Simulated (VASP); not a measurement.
Input of a VASP 6.6.1 run:

Contents of INCAR:

```
SYSTEM = Mg
PREC     = Accurate       ! precision mode
ENCUT    = 600            ! plane-wave cutoff, eV
EDIFF    = 1E-6           ! SCF threshold, eV
ISMEAR   = -1             ! smearing method
SIGMA    = 0.1            ! smearing width, eV
LREAL    = .FALSE.        ! projectors in reciprocal space
LASPH    = .TRUE.         ! aspherical terms in the spheres
NELM     = 120            ! most SCF steps
ALGO     = Normal         ! electronic algorithm
ISIF     = 2              ! what is computed and relaxed
LWAVE    = .FALSE.        ! write WAVECAR
LCHARG   = .FALSE.        ! write CHGCAR
GGA      = PS             ! functional
NBANDS   = 9              ! bands
GGA_COMPAT= .FALSE.
```

File KPOINTS:

```
regular mesh
0
G
  9 9 5
  0 0 0
```

POSCAR

```
Mg
1.0
    3.1751641206      0.0000000000      0.0000000000
   -1.5875820603      2.7497727897      0.0000000000
    0.0000000000      0.0000000000      5.1592157968
Mg
2
Direct
    0.3333333333      0.6666666667      0.2500000000
    0.6666666667      0.3333333333      0.7500000000
```

Potentials or basis: VASP PAW PBE potentials, release 64 (Mg).

The run is started by

```bash
$ cat potpaw_PBE.64/Mg/POTCAR > POTCAR
$ mpirun -np 1 vasp_std > vasp.out
```

(1) Predict the band gap on the k mesh.

(2) What does it give for the pressure?

Results:

(1) zero (band 2 reaches 3.67 eV, above the bottom of band 3 at 1.45 eV).

(2) 0.0 GPa.

Caveat: the PAW data sets were made with another functional, which shifts forces and pressure a little.
